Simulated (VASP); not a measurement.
# AlN in VASP: further runs, part 2 of 2

VASP 6.6.1.

## (4) Single point, PBE

This run uses another cell than the first one, of 8.92 Å³/atom, 0.582 times its volume.

File INCAR:

```
ALGO     = Normal         # electronic algorithm
EDIFF    = 1E-6           # SCF threshold, eV
ENCUT    = 600            # plane-wave cutoff, eV
GGA      = PE             # functional
GGA_COMPAT= F            
ISIF     = 2              # what is computed and relaxed
ISMEAR   = 0              # smearing method
LASPH    = T              # aspherical terms in the spheres
LCHARG   = F              # write CHGCAR
LREAL    = F              # projectors in reciprocal space
LWAVE    = F              # write WAVECAR
NBANDS   = 11             # bands
NELM     = 120            # most SCF steps
PREC     = Accurate       # precision mode
SIGMA    = 0.15           # smearing width, eV
```

File KPOINTS:

```
k-points
0
Gamma
  5 5 4
```

File POSCAR:

```
AlN
1.0
    2.6095978085      0.0000000000      0.0000000000
    0.0000000000      2.6095978085      0.0000000000
    0.0000000000      0.0000000000      2.6200059434
Al N
1 1
Direct
    0.0000000000      0.0000000000      0.0000000000
    0.5000000000      0.5000000000      0.5000000000
```

Potentials or basis: VASP PAW PBE potentials, release 64 (Al, N).

Command:

```bash
$ cat potpaw_PBE.64/Al/POTCAR potpaw_PBE.64/N/POTCAR > POTCAR
$ mpirun -np 1 vasp_std > vasp.out
```

OUTCAR:

```text
EDIFF = 1E-6
   ENCUT = 600
   GGA = PE
   ISIF = 2
   ISMEAR = 0
   LASPH = T
   LREAL = F
   NELM = 120
   PREC = Accurate

 ion  position               nearest neighbor table
   1  0.000  0.000  0.000-   2 2.26   2 2.26   2 2.26   2 2.26   2 2.26   2 2.26   2 2.26   2 2.26

   2  0.500  0.500  0.500-   1 2.26   1 2.26   1 2.26   1 2.26   1 2.26   1 2.26   1 2.26   1 2.26

  LATTYP: Found a simple tetragonal cell.
 ALAT       =     2.6095978085
 C/A-ratio  =     1.0039884057

  Lattice vectors:

 A1 = (   2.6095978085,   0.0000000000,   0.0000000000)
 A2 = (   0.0000000000,   2.6095978085,   0.0000000000)
 A3 = (   0.0000000000,   0.0000000000,   2.6200059434)

Analysis of symmetry for initial positions (statically):
=====================================================================
 Subroutine PRICEL returns:
 Original cell was already a primitive cell.

 Routine SETGRP: Setting up the symmetry group for a
 simple tetragonal supercell.

 Subroutine GETGRP returns: Found 16 space group operations
[... 166 lines left out ...]
 k-point     1 :       0.0000    0.0000    0.0000
  band No.  band energies     occupation
      1      -7.5399      2.00000
      2       9.0792      2.00000
      3       9.1655      2.00000
      4       9.1655      2.00000
      5      11.4309      0.00000
      6      16.9854      0.00000
      7      17.0579      0.00000
      8      26.1829      0.00000
      9      26.2838      0.00000
     10      26.2838      0.00000
     11      33.5292      0.00000
[... 225 lines left out ...]
 k-point    18 :       0.4000    0.4000    0.5000
  band No.  band energies     occupation
      1      -1.6756      2.00000
      2       5.0991      2.00000
      3       5.8102      2.00000
      4       6.1021      2.00000
      5      12.3001      0.00000
      6      12.5377      0.00000
      7      13.5038      0.00000
      8      19.6457      0.00000
      9      28.1610      0.00000
     10      28.7814      0.00000
     11      28.7870      0.00000

------------------------ aborting loop because EDIFF is reached ----------------------------------------

  FORCE on cell =-STRESS in cart. coord.  units (eV):
  Direction    XX          YY          ZZ          XY          YZ          ZX
  --------------------------------------------------------------------------------------
  -------------------------------------------------------------------------------------
  Total       -0.0344661     -0.0344661     -0.0130757      0.0000000      0.0000000     -0.0000000
  in kB       -3.0949488     -3.0949488     -1.1741534      0.0000000      0.0000000     -0.0000000
  external PRESSURE =      -2.4546837 kB  Pullay stress =       0.0000000 kB

 VOLUME and BASIS-vectors are now :
 -----------------------------------------------------------------------------
  energy-cutoff  :      600.00
  volume of cell :       17.84
      direct lattice vectors                 reciprocal lattice vectors
     2.609597808  0.000000000  0.000000000     0.383200812  0.000000000  0.000000000
     0.000000000  2.609597808  0.000000000     0.000000000  0.383200812  0.000000000
     0.000000000  0.000000000  2.620005943     0.000000000  0.000000000  0.381678523

 POSITION                                       TOTAL-FORCE (eV/Angst)
 -----------------------------------------------------------------------------------
      0.00000      0.00000      0.00000         0.000000      0.000000      0.000000
      1.30480      1.30480      1.31000         0.000000      0.000000      0.000000
 -----------------------------------------------------------------------------------
    total drift:                                0.000000     -0.000000     -0.000000

  FREE ENERGIE OF THE ION-ELECTRON SYSTEM (eV)
  ---------------------------------------------------
  free  energy   TOTEN  =       -11.3585180288 eV

  energy  without entropy=      -11.3470436247  energy(sigma->0) =      -11.35278083
```

OSZICAR:

```text
N       E                     dE             d eps       ncg     rms          rms(c)
DAV:   1     0.179424578795E+02    0.17942E+02   -0.42879E+03   396   0.708E+02
DAV:   2    -0.120605750847E+02   -0.30003E+02   -0.27925E+02   510   0.151E+02
DAV:   3    -0.131337634865E+02   -0.10732E+01   -0.10715E+01   470   0.269E+01
DAV:   4    -0.131382096250E+02   -0.44461E-02   -0.44458E-02   474   0.195E+00
DAV:   5    -0.131382486111E+02   -0.38986E-04   -0.38986E-04   498   0.167E-01    0.726E+00
DAV:   6    -0.114165900403E+02    0.17217E+01   -0.95519E+00   474   0.153E+01    0.257E+00
DAV:   7    -0.113810306462E+02    0.35559E-01   -0.22066E-01   450   0.377E+00    0.150E+00
DAV:   8    -0.113663582898E+02    0.14672E-01   -0.96153E-02   420   0.167E+00    0.739E-01
DAV:   9    -0.113585712378E+02    0.77871E-02   -0.25161E-02   438   0.807E-01    0.166E-01
DAV:  10    -0.113585398156E+02    0.31422E-04   -0.45538E-04   459   0.179E-01    0.140E-01
DAV:  11    -0.113586197510E+02   -0.79935E-04   -0.75312E-04   470   0.161E-01    0.107E-01
DAV:  12    -0.113585181118E+02    0.10164E-03   -0.27991E-04   450   0.106E-01    0.132E-02
DAV:  13    -0.113585180288E+02    0.82982E-07   -0.74956E-06   440   0.224E-02
   1 F= -.11358518E+02 E0= -.11352781E+02  d E =-.114744E-01
```

It took 7.7 s on 1 thread of Intel Xeon 8259CL, shared host; peak memory 0.13 GiB.

Results:

```yaml
Free_energy: -11.3585 eV
Pressure: -0.2 GPa
Band_gap_on_the_k_mesh: zero (band 4 reaches 10.83 eV, above the bottom of band 5 at 10.74 eV)
```

Caveat: the k points lie up to 0.60 Å⁻¹ apart.

## (5) The runs side by side

```csv
task,cell,k mesh,gap on the mesh (eV),pressure (GPa)
relaxation of cell and atoms,"relaxed from a = 3.130 Å, 2 atoms",5 × 5 × 5,0.18,0.4
single point,"a = 2.614 Å, 2 atoms",5 × 5 × 5,0.18,-0.3
single point,"a = 2.610, b = 2.610, c = 2.620 Å, 2 atoms",5 × 5 × 4,none,-0.2
```

Alike in all rows: level PBE; potentials or basis VASP PAW PBE potentials, release 64 (Al, N); no spin polarisation; cutoff (eV) 600; smearing gaussian 0.15 eV.

Caveats: some runs use coarse meshes; the volume moved by over 15 % at a fixed basis, so the end points are rough (some runs).

Absolute energies hang on the potentials; compare differences alone.
